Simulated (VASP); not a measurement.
PbSe, a slab with vacuum:

```xyz
4
Lattice="4.4149 0.0000 0.0000 -0.0103 4.4149 0.0000 -2.2023 -2.2074 12.0008" Properties=species:S:1:pos:R:3 pbc="T T T"
Pb    2.1918    2.1990    7.4218
Pb   -0.0254    0.0381    4.5888
Se   -0.1072    0.0510    7.4788
Se    2.1814    2.2556    4.5359
```

Base run:

| Quantity | Value |
| --- | --- |
| Program | VASP 6.6.1 |
| Functional | r2SCAN |
| Potentials or basis | VASP PAW PBE potentials, release 64 (Pb_d, Se) |
| Cutoff | 520 eV |
| k mesh | 6 × 6 × 3 |
| Occupations | fermi-dirac, width 0.05 eV |
| Spin | no spin polarisation |

Its results: band gap on the k mesh 1.87 eV; largest force 0.384 eV/Å.

Question: The run is repeated on the same cell with these changes: functional from r2SCAN to LDA; potentials or basis from VASP PAW PBE potentials, release 64 (Pb_d, Se) to VASP PAW LDA potentials, release 64 (Pb_d, Se). What comes out?

Answer: Band gap on the k mesh 1.46 eV; largest force 0.556 eV/Å.

Caveats: spin-orbit coupling is left out, which moves the levels of the heavy elements; the PAW data sets were made with another functional, which shifts forces and pressure a little (at least some runs).

A k mesh can miss the band edges.
